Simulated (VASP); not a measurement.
# AlNi3 (Fm-3m) in VASP: further runs

The runs below take AlNi3 through single point, with r2SCAN.

Everything below comes from runs of VASP 6.6.1. Logs are shortened: lines on timing, memory, paths and dates and some standing lists are left out, and cuts for length are marked.

### 1 The cell of the first run

The structure is cubic, space group Fm-3m (No. 225). The conventional cell has a = 5.641 Å, b = 5.641 Å, c = 5.641 Å, α = 90.00°, β = 90.00°, γ = 90.00°. Ni (site symmetry -43m) has 10 Ni at 2.44 to 2.82 Å and 4 Al at 2.44 Å within 3.2 Å. Ni (site symmetry m-3m) has 8 Ni at 2.44 Å and 6 Al at 2.82 Å within 3.2 Å. Al (site symmetry m-3m) has 14 Ni at 2.44 to 2.82 Å within 3.2 Å.

### 2 Single point, r2SCAN, collinear spin, ferromagnetic start

Contents of POSCAR:

```
AlNi3
1.0
    0.0000000000      2.8204448505      2.8204448505
    2.8204448505      0.0000000000      2.8204448505
    2.8204448505      2.8204448505      0.0000000000
Ni Al
3 1
Direct
    0.7500000000      0.7500000000      0.7500000000
    0.0000000000      0.0000000000      0.0000000000
    0.2500000000      0.2500000000      0.2500000000
    0.5000000000      0.5000000000      0.5000000000
```

Contents of INCAR.step1:

```
PREC = Accurate
ENCUT = 520
ISMEAR = -1
SIGMA = 0.05
LREAL = F
LASPH = T
NELM = 150
ISPIN = 2
MAGMOM = 1 1 1 0
LMAXMIX = 4
NBANDS = 28
GGA = PE
ALGO = Normal
EDIFF = 1E-4
LWAVE = T
LCHARG = F
```

Contents of INCAR.step2:

```
PREC = Accurate
ENCUT = 520
EDIFF = 1E-6
ISMEAR = -1
SIGMA = 0.05
LREAL = F
LASPH = T
NELM = 150
ALGO = Normal
ISIF = 2
LWAVE = F
LCHARG = F
ISPIN = 2
MAGMOM = 1 1 1 0
LORBIT = 11
LMAXMIX = 4
METAGGA = R2SCAN
LMIXTAU = T
NBANDS = 28
ISTART = 1
```

Contents of KPOINTS:

```
regular mesh
0
Gamma
  8 8 8
```

Potentials or basis: VASP PAW PBE potentials, release 64 (Ni, Al).

Command:

```console
cat potpaw_PBE.64/Ni/POTCAR potpaw_PBE.64/Al/POTCAR > POTCAR
cp INCAR.step1 INCAR
mpirun -np 1 vasp_std > vasp.out
cp INCAR.step2 INCAR
mpirun -np 1 vasp_std > vasp.out
```

OUTCAR:

```text
PREC = Accurate
   ENCUT = 520
   EDIFF = 1E-6
   ISMEAR = -1
   LREAL = F
   LASPH = T
   NELM = 150
   ISIF = 2
   ISPIN = 2
   LORBIT = 11
   METAGGA = R2SCAN
   ISTART = 1

 ion  position               nearest neighbor table
   1  0.750  0.750  0.750-   2 2.44   4 2.44   4 2.44   4 2.44   4 2.44   2 2.44   2 2.44   2 2.44
                             3 2.82   3 2.82   3 2.82   3 2.82   3 2.82   3 2.82
   2  0.000  0.000  0.000-   1 2.44   3 2.44   1 2.44   1 2.44   1 2.44   3 2.44   3 2.44   3 2.44
                             4 2.82   4 2.82   4 2.82   4 2.82   4 2.82   4 2.82
   3  0.250  0.250  0.250-   2 2.44   4 2.44   2 2.44   2 2.44   2 2.44   4 2.44   4 2.44   4 2.44
                             1 2.82   1 2.82   1 2.82   1 2.82   1 2.82   1 2.82
   4  0.500  0.500  0.500-   1 2.44   3 2.44   3 2.44   3 2.44   3 2.44   1 2.44   1 2.44   1 2.44
                             2 2.82   2 2.82   2 2.82   2 2.82   2 2.82   2 2.82

  LATTYP: Found a face centered cubic cell.
 ALAT       =     5.6408897010

  Lattice vectors:

 A1 = (   0.0000000000,   2.8204448505,   2.8204448505)
 A2 = (   2.8204448505,   0.0000000000,   2.8204448505)
 A3 = (   2.8204448505,   2.8204448505,   0.0000000000)

Analysis of symmetry for initial positions (statically):
=====================================================================
 Subroutine PRICEL returns:
 Original cell was already a primitive cell.

 Routine SETGRP: Setting up the symmetry group for a
 face centered cubic supercell.

 Subroutine GETGRP returns: Found 48 space group operations
 (whereof 48 operations were pure point group operations)
 out of a pool of 48 trial point group operations.

The static configuration has the point symmetry O_h .

Analysis of symmetry for dynamics (positions and initial velocities):
=====================================================================
 Subroutine PRICEL returns:
 Original cell was already a primitive cell.

 Routine SETGRP: Setting up the symmetry group for a
 face centered cubic supercell.

 Subroutine GETGRP returns: Found 48 space group operations
 (whereof 48 operations were pure point group operations)
 out of a pool of 48 trial point group operations.

The dynamic configuration has the point symmetry O_h .

Analysis of structural, dynamic, and magnetic symmetry:
=====================================================================
 Subroutine PRICEL returns:
 Original cell was already a primitive cell.

 Routine SETGRP: Setting up the symmetry group for a
 face centered cubic supercell.

 Subroutine GETGRP returns: Found 48 space group operations
 (whereof 48 operations were pure point group operations)
 out of a pool of 48 trial point group operations.

The overall configuration has the point symmetry O_h .

 Subroutine INISYM returns: Found 48 space group operations
 (whereof 48 operations are pure point group operations),
 and found     1 'primitive' translations

----------------------------------------------------------------------------------------

                                     Primitive cell

  volume of cell :      44.8728

  direct lattice vectors                    reciprocal lattice vectors
     0.000000000  2.820444850  2.820444850    -0.177276999  0.177276999  0.177276999
     2.820444850  0.000000000  2.820444850     0.177276999 -0.177276999  0.177276999
     2.820444850  2.820444850  0.000000000     0.177276999  0.177276999 -0.177276999

  length of vectors
     3.988711360  3.988711360  3.988711360     0.307052770  0.307052770  0.307052770

  position of ions in fractional coordinates (direct lattice)
     0.750000000  0.750000000  0.750000000
     0.000000000  0.000000000  0.000000000
     0.250000000  0.250000000  0.250000000
     0.500000000  0.500000000  0.500000000

  ion indices of the primitive-cell ions
   primitive index   ion index
                 1           1
                 2           2
                 3           3
                 4           4

----------------------------------------------------------------------------------------

 KPOINTS: regular mesh

Automatic generation of k-mesh.
 Grid dimensions read from file:
[... 23 lines left out ...]
  0.125000  0.000000  0.000000      8.000000
  0.250000  0.000000  0.000000      8.000000
  0.375000  0.000000  0.000000      8.000000
  0.500000  0.000000  0.000000      4.000000
  0.125000  0.125000  0.000000      6.000000
[... 16 lines left out ...]
  0.500000  0.250000  0.125000     48.000000
 -0.375000  0.250000  0.125000     24.000000
 [... further k-points ...]
   k-points           NKPTS =     29   k-points in BZ     NKDIM =     29   number of bands    NBANDS=     28
   number of dos      NEDOS =    301   number of ions     NIONS =      4
   total plane-waves  NPLWV =  27000
   dimension x,y,z NGX =    30 NGY =   30 NGZ =   30
   dimension x,y,z NGXF=    60 NGYF=   60 NGZF=   60
   ions per type =               3   1
   NGX,Y,Z   is equivalent  to a cutoff of  12.50, 12.50, 12.50 a.u.
   NGXF,Y,Z  is equivalent  to a cutoff of  25.01, 25.01, 25.01 a.u.
 SYSTEM =  unknown system
   PREC   = accura    normal or accurate (medium, high low for compatibility)
   ISTART =      1    job   : 0-new  1-cont  2-samecut
   ICHARG =      0    charge: 1-file 2-atom 10-const
   ISPIN  =      2    spin polarized calculation?
   LNONCOLLINEAR =      F non collinear calculations
   LSORBIT =      F    spin-orbit coupling
   LASPH  =      T    aspherical Exc in radial PAW
   ENCUT  =  520.0 eV  38.22 Ry    6.18 a.u.   7.42  7.42  7.42*2*pi/ulx,y,z
   NELM   =    150;   NELMIN=  2; NELMDL=  0     # of ELM steps
   EDIFF  = 0.1E-05   stopping-criterion for ELM
   LREAL  =      F    real-space projection
   EDIFFG = 0.1E-04   stopping-criterion for IOM
   NSW    =      0    number of steps for IOM
   IBRION =     -1    ionic relax: 0-MD 1-quasi-New 2-CG
   NFREE  =      0    steps in history (QN), initial steepest desc. (CG)
   ISIF   =      2    stress and relaxation
   ISYM   =      2    0-nonsym 1-usesym 2-fastsym
   POTIM  = 0.5000    time-step for ionic-motion
   TEBEG  =    0.0;   TEEND  =   0.0 temperature during run
   PSTRESS=    0.0 pullay stress
   NELECT =      33.0000    total number of electrons
   NUPDOWN=      -1.0000    fix difference up-down
   EMIN   =  10.00;   EMAX   =-10.00  energy-range for DOS
   EFERMI =   0.00;   METHOD = LEGACY
   ISMEAR =    -1;   SIGMA  =   0.05  broadening in eV -4-tet -1-fermi 0-gaus
   EFERMI_NEDOS =   21; number of points for ismear=-14 and -15
   IALGO  =     38    algorithm
   IMIX   =      4    mixing-type and parameters
     AMIX     =   0.40;   BMIX     =  1.00
     AMIX_MAG =   1.60;   BMIX_MAG =  1.00
  volume/ion in A,a.u.               =      11.22        75.70
  Fermi-wavevector in a.u.,A,eV,Ry     =   1.477696  2.792441 29.709498  2.183586
  Thomas-Fermi vector in A             =   2.592069
   LORBIT       =     11    0 simple, 1 ext, 2 COOP (PROOUT), +10 PAW based schemes
   METAGGA = R2SCAN    functional components
   LHFCALC =     F    Hartree Fock is set to
   AEXX    =    0.0000 exact exchange contribution
   IVDW    =     0    specifies the selected vdW correction
   LEPSILON=     F    determine dielectric tensor
   LRPA    =     F    only Hartree local field effects (RPA)
 spin polarized calculation
  energy-cutoff  :      520.00
  volume of cell :       44.87
 maximum number of plane-waves:      1243
 NGX is ok and might be reduce to    30
   NGX = 15   NGY = 15   NGZ = 15

 number of electron      32.9999999 magnetization       0.0002850

 number of electron      32.9999999 magnetization      -0.0000537

 Free energy of the ion-electron system (eV)
  ---------------------------------------------------
  ext. energy  EPLUGINS =         0.00000000
  ---------------------------------------------------
  free energy    TOTEN  =       -44.04663932 eV

  energy without entropy =      -44.02811787  energy(sigma->0) =      -44.03737860

 E-fermi :   9.4883     XC(G=0): -13.7591

 val. band max:        9.4706728506   @ k =   0.5000   0.5000   0.0000
 cond. band min:       9.4932010774   @ k =  -0.2500   0.5000   0.2500
 fundamental gap:      0.0225282269
 Fermi energy:         9.4882558338

 spin component 1

 k-point     1 :       0.0000    0.0000    0.0000
  band No.  band energies     occupation
      1      -1.0226      1.00000
      2       5.8566      1.00000
      3       5.8566      1.00000
      4       5.9574      1.00000
      5       5.9574      1.00000
      6       5.9574      1.00000
[... 733 lines left out ...]
     27      25.1811      0.00000
     28      28.1396      0.00000

 [... further k-points ...]

 spin component 2

 k-point     1 :       0.0000    0.0000    0.0000
  band No.  band energies     occupation
      1      -1.0226      1.00000
      2       5.8567      1.00000
      3       5.8567      1.00000
      4       5.9574      1.00000
      5       5.9574      1.00000
      6       5.9574      1.00000
[... 733 lines left out ...]
     27      25.1811      0.00000
     28      28.1396      0.00000

 [... further k-points ...]

------------------------ aborting loop because EDIFF is reached ----------------------------------------

  FORCE on cell =-STRESS in cart. coord.  units (eV):
  Direction    XX          YY          ZZ          XY          YZ          ZX
  --------------------------------------------------------------------------------------
  -------------------------------------------------------------------------------------
  Total       -1.0143916     -1.0143916     -1.0143916     -0.0000000     -0.0000000      0.0000000
  in kB      -36.2187434    -36.2187434    -36.2187434     -0.0000000     -0.0000000      0.0000000
  external PRESSURE =     -36.2187434 kB  Pullay stress =       0.0000000 kB

 VOLUME and BASIS-vectors are now :
 -----------------------------------------------------------------------------
  energy-cutoff  :      520.00
  volume of cell :       44.87
      direct lattice vectors                 reciprocal lattice vectors
     0.000000000  2.820444850  2.820444850    -0.177276999  0.177276999  0.177276999
     2.820444850  0.000000000  2.820444850     0.177276999 -0.177276999  0.177276999
     2.820444850  2.820444850  0.000000000     0.177276999  0.177276999 -0.177276999

 POSITION                                       TOTAL-FORCE (eV/Angst)
 -----------------------------------------------------------------------------------
      4.23067      4.23067      4.23067        -0.000000      0.000000     -0.000000
      0.00000      0.00000      0.00000         0.000000     -0.000000      0.000000
      1.41022      1.41022      1.41022         0.000000     -0.000000      0.000000
      2.82044      2.82044      2.82044         0.000000     -0.000000      0.000000
 -----------------------------------------------------------------------------------
    total drift:                                0.000000     -0.000000      0.000000

  FREE ENERGIE OF THE ION-ELECTRON SYSTEM (eV)
  ---------------------------------------------------
  free  energy   TOTEN  =       -44.0466393222 eV

  energy  without entropy=      -44.0281178701  energy(sigma->0) =      -44.03737860

 total charge

# of ion       s       p       d       tot
------------------------------------------
    1        0.487   0.531   8.445   9.463
    2        0.489   0.503   8.411   9.403
    3        0.487   0.531   8.445   9.463
    4        0.403   0.421   0.000   0.824
--------------------------------------------------
tot          1.867   1.985  25.302  29.153

 magnetization (x)

# of ion       s       p       d       tot
------------------------------------------
    1        0.000   0.000   0.000   0.000
    2       -0.000   0.000  -0.000  -0.000
    3        0.000   0.000   0.000   0.000
    4       -0.000   0.000   0.000   0.000
--------------------------------------------------
tot          0.000   0.000  -0.000  -0.000
```

Wall time 7.1 min (1 thread of AMD EPYC 9R45 (Zen 5), shared host); peak memory 0.2 GiB.

What came out:

```
Free energy                                           : -44.0466 eV
Pressure                                              : -3.6 GPa
Net moment                                            : 0.00 μB per cell
Valence electrons inside the program's atomic spheres : Ni 9.46, 9.40; Al 0.82
```

Levels at points of the mesh, in eV from the Fermi level:
Spin up:
```tsv
k point	band 14	band 15	band 16	band 17	band 18	band 19
(0.00, 0.00, 0.00)	-0.57	-0.55	-0.55	5.60	5.60	5.60
(0.50, 0.00, 0.00)	-0.67	-0.48	-0.48	-0.14	4.46	4.46
(0.50, 0.50, 0.00)	-0.71	-0.58	-0.43	-0.34	-0.34	-0.02
```
Spin down:
| k point | band 14 | band 15 | band 16 | band 17 | band 18 | band 19 |
| --- | --- | --- | --- | --- | --- | --- |
| (0.00, 0.00, 0.00) | -0.57 | -0.55 | -0.55 | 5.60 | 5.60 | 5.60 |
| (0.50, 0.00, 0.00) | -0.67 | -0.48 | -0.48 | -0.14 | 4.46 | 4.46 |
| (0.50, 0.50, 0.00) | -0.71 | -0.58 | -0.43 | -0.34 | -0.34 | -0.02 |

Caveat: the PAW data sets were made with another functional, which shifts forces and pressure a little.

### 3 Single point, r2SCAN, collinear spin, ferromagnetic start

This run uses another cell than the first one, of 11.44 Å³/atom, 1.020 times its volume.

Contents of POSCAR:

```
AlNi3
1.0
    0.0000000000      2.8387599407      2.8387599407
    2.8387599407      0.0000000000      2.8387599407
    2.8387599407      2.8387599407      0.0000000000
Ni Al
3 1
Direct
    0.7500000000      0.7500000000      0.7500000000
    0.0000000000      0.0000000000      0.0000000000
    0.2500000000      0.2500000000      0.2500000000
    0.5000000000      0.5000000000      0.5000000000
```

Contents of INCAR.step1:

```
PREC = Accurate
ENCUT = 520
ISMEAR = -1
SIGMA = 0.05
LREAL = False
LASPH = True
NELM = 150
ISPIN = 2
MAGMOM = 1 1 1 0
LMAXMIX = 4
NBANDS = 28
GGA = PE
ALGO = Normal
EDIFF = 1E-4
LWAVE = True
LCHARG = False
```

Contents of INCAR.step2:

```
PREC = Accurate
ENCUT = 520
EDIFF = 1E-6
ISMEAR = -1
SIGMA = 0.05
LREAL = False
LASPH = True
NELM = 150
ALGO = Normal
ISIF = 2
LWAVE = False
LCHARG = False
ISPIN = 2
MAGMOM = 1 1 1 0
LORBIT = 11
LMAXMIX = 4
METAGGA = R2SCAN
LMIXTAU = True
NBANDS = 28
ISTART = 1
```

Contents of KPOINTS:

```
Automatic mesh
0
Gamma
  8 8 8
```

Potentials or basis: VASP PAW PBE potentials, release 64 (Ni, Al).

Command:

```console
cat potpaw_PBE.64/Ni/POTCAR potpaw_PBE.64/Al/POTCAR > POTCAR
cp INCAR.step1 INCAR
mpirun -np 1 vasp_std > vasp.out
cp INCAR.step2 INCAR
mpirun -np 1 vasp_std > vasp.out
```

OUTCAR:

```text
PREC = Accurate
   ENCUT = 520
   EDIFF = 1E-6
   ISMEAR = -1
   LREAL = False
   LASPH = True
   NELM = 150
   ISIF = 2
   ISPIN = 2
   LORBIT = 11
   METAGGA = R2SCAN
   ISTART = 1

 ion  position               nearest neighbor table
   1  0.750  0.750  0.750-   4 2.46   4 2.46   4 2.46   2 2.46   4 2.46   2 2.46   2 2.46   2 2.46
                             3 2.84   3 2.84   3 2.84   3 2.84   3 2.84   3 2.84
   2  0.000  0.000  0.000-   1 2.46   1 2.46   1 2.46   1 2.46   3 2.46   3 2.46   3 2.46   3 2.46
                             4 2.84   4 2.84   4 2.84   4 2.84   4 2.84   4 2.84
   3  0.250  0.250  0.250-   2 2.46   2 2.46   2 2.46   2 2.46   4 2.46   4 2.46   4 2.46   4 2.46
                             1 2.84   1 2.84   1 2.84   1 2.84   1 2.84   1 2.84
   4  0.500  0.500  0.500-   3 2.46   3 2.46   3 2.46   1 2.46   3 2.46   1 2.46   1 2.46   1 2.46
                             2 2.84   2 2.84   2 2.84   2 2.84   2 2.84   2 2.84

  LATTYP: Found a face centered cubic cell.
 ALAT       =     5.6775198814

  Lattice vectors:

 A1 = (   0.0000000000,   2.8387599407,   2.8387599407)
 A2 = (   2.8387599407,   0.0000000000,   2.8387599407)
[... 1703 lines left out ...]
  --------------------------------------------------------------------------------------
  -------------------------------------------------------------------------------------
  Total       -2.0147533     -2.0147533     -2.0147533     -0.0000000     -0.0000000     -0.0000000
  in kB      -70.5531567    -70.5531567    -70.5531567     -0.0000000     -0.0000000     -0.0000000
  external PRESSURE =     -70.5531567 kB  Pullay stress =       0.0000000 kB

 VOLUME and BASIS-vectors are now :
 -----------------------------------------------------------------------------
  energy-cutoff  :      520.00
  volume of cell :       45.75
      direct lattice vectors                 reciprocal lattice vectors
     0.000000000  2.838759941  2.838759941    -0.176133245  0.176133245  0.176133245
     2.838759941  0.000000000  2.838759941     0.176133245 -0.176133245  0.176133245
     2.838759941  2.838759941  0.000000000     0.176133245  0.176133245 -0.176133245

 POSITION                                       TOTAL-FORCE (eV/Angst)
 -----------------------------------------------------------------------------------
      4.25814      4.25814      4.25814        -0.000000     -0.000000     -0.000000
      0.00000      0.00000      0.00000         0.000000     -0.000000     -0.000000
      1.41938      1.41938      1.41938         0.000000      0.000000      0.000000
      2.83876      2.83876      2.83876         0.000000     -0.000000     -0.000000
 -----------------------------------------------------------------------------------
    total drift:                                0.000000     -0.000000      0.000000

  FREE ENERGIE OF THE ION-ELECTRON SYSTEM (eV)
  ---------------------------------------------------
  free  energy   TOTEN  =       -44.0170518681 eV

  energy  without entropy=      -43.9978826713  energy(sigma->0) =      -44.00746727

 total charge

# of ion       s       p       d       tot
------------------------------------------
    1        0.479   0.514   8.436   9.429
    2        0.481   0.486   8.402   9.368
    3        0.479   0.514   8.436   9.429
    4        0.400   0.412   0.000   0.812
--------------------------------------------------
tot          1.839   1.925  25.274  29.038

 magnetization (x)

# of ion       s       p       d       tot
------------------------------------------
    1        0.000   0.000   0.000   0.000
    2       -0.000   0.000  -0.000  -0.000
    3        0.000   0.000   0.000   0.000
    4       -0.000   0.000   0.000   0.000
--------------------------------------------------
tot          0.000   0.000  -0.000  -0.000
```

It took 7.5 min on 1 thread of AMD EPYC 9R45 (Zen 5), shared host; peak memory 0.2 GiB.

Results:

```
Free energy                                           : -44.0171 eV
Pressure                                              : -7.1 GPa
Net moment                                            : 0.00 μB per cell
Valence electrons inside the program's atomic spheres : Ni 9.43, 9.37; Al 0.81
```

Levels at points of the mesh, in eV from the Fermi level:
Spin up:
| k point | band 12 | band 13 | band 14 | band 15 | band 16 | band 17 | band 18 | band 19 | band 20 | band 21 |
| --- | --- | --- | --- | --- | --- | --- | --- | --- | --- | --- |
| (0.00, 0.00, 0.00) | -0.90 | -0.56 | -0.56 | -0.53 | -0.53 | 5.54 | 5.54 | 5.54 | 5.97 | 5.97 |
| (0.50, 0.00, 0.00) | -1.68 | -0.65 | -0.65 | -0.47 | -0.47 | -0.13 | 4.42 | 4.42 | 4.80 | 4.80 |
| (0.50, 0.50, 0.00) | -1.17 | -1.04 | -0.69 | -0.56 | -0.43 | -0.33 | -0.33 | -0.02 | 4.32 | 4.72 |
Spin down:
```
           k point  band 14  band 15  band 16  band 17  band 18  band 19
(0.00, 0.00, 0.00)    -0.56    -0.53    -0.53     5.54     5.54     5.54
(0.50, 0.00, 0.00)    -0.65    -0.47    -0.47    -0.13     4.42     4.42
(0.50, 0.50, 0.00)    -0.69    -0.56    -0.43    -0.33    -0.33    -0.02
```

Caveat: the PAW data sets were made with another functional, which shifts forces and pressure a little.

[end of part 1 of 2]
